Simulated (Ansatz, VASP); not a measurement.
Two plane-wave programs on ZnS

```
Zn S
1.0
     0.00000    2.74797    2.62935
     2.74797    0.00000    2.62935
     2.74797    2.74797    0.00000
Zn S
1 1
Direct
  0.00000 0.00000 0.00000
  0.25000 0.25000 0.25000
```

Change from the starting cell: epitaxial_xy strain +2.0%.

Alike in both runs: task single point; functional HSE06; k mesh 6 × 6 × 6; no spin polarisation.

|  | VASP | Ansatz |
| --- | --- | --- |
| version | VASP 6.6.1 | Ansatz 0.2.0 |
| potentials or method | VASP PAW PBE potentials, release 64 (Zn, S) | plane waves, PAW |
| plane-wave cutoff (eV) | 520 | 420 |
| occupations | gaussian, width 0.01 eV | fixed |
| valence electrons in the cell | 18 | 18 |

|  | VASP | Ansatz | Ansatz less VASP |
| --- | --- | --- | --- |
| gap on the k mesh at the Fermi level (eV) | 3.19 | 3.20 | +0.011 |
| pressure (GPa) | 0.3 | 0.4 | +0.02 |
| traceless stress, the component that is largest in VASP (GPa) | 1.14 | 1.14 | -0.001 |

Ansatz's warnings: stress exchange threshold loose, stress scf threshold loose.
